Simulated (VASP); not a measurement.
# CsSnI3: single point with PBE

The system is CsSnI3.

```
Cs Sn I
1.0
     6.24140    0.00000    0.00000
     0.00000    6.24140    0.00000
     0.00000    0.00000    6.24140
Cs Sn I
1 1 3
Direct
  0.00000 0.00000 0.00000
  0.50000 0.50000 0.50000
  0.00000 0.50000 0.50000
  0.50000 0.00000 0.50000
  0.50000 0.50000 0.00000
```

```json
{"Program": "VASP 6.6.1", "Task": "single point", "Functional": "PBE", "Potentials or basis": "VASP PAW PBE potentials, release 64 (Cs_sv, Sn_d, I)", "Cutoff": "520 eV", "k mesh": "4 × 4 × 4", "Occupations": "gaussian, width 0.01 eV", "Spin": "no spin polarisation", "Dipole correction": "no", "Further INCAR settings": "ALGO = Normal; EDIFF = 1e-07; NBANDS = 30"}
```

```json
{"Pressure": "0.5 GPa", "Band gap on the k mesh": "0.38 eV, direct"}
```

Levels at points of the mesh, in eV from the valence-band top:
| k point | band 20 | band 21 | band 22 | band 23 | band 24 | band 25 |
| --- | --- | --- | --- | --- | --- | --- |
| (0.00, 0.00, 0.00) | -2.09 | -2.09 | -2.09 | 2.25 | 3.20 | 3.20 |
| (0.50, 0.00, 0.00) | -2.21 | -2.21 | -1.52 | 1.13 | 3.76 | 3.98 |
| (0.50, 0.50, 0.00) | -2.44 | -1.68 | -0.75 | 0.81 | 0.81 | 3.97 |
| (0.50, 0.50, 0.50) | -1.66 | -1.66 | 0.00 | 0.38 | 0.38 | 0.38 |

It took 70 s on 1 thread of Intel(R) Xeon(R) Platinum 8488C (Sapphire Rapids), with other jobs on the host, peak memory 0.35 GiB.

Caveat: spin-orbit coupling is left out, which moves the levels of the heavy elements. A k mesh can miss the band edges.
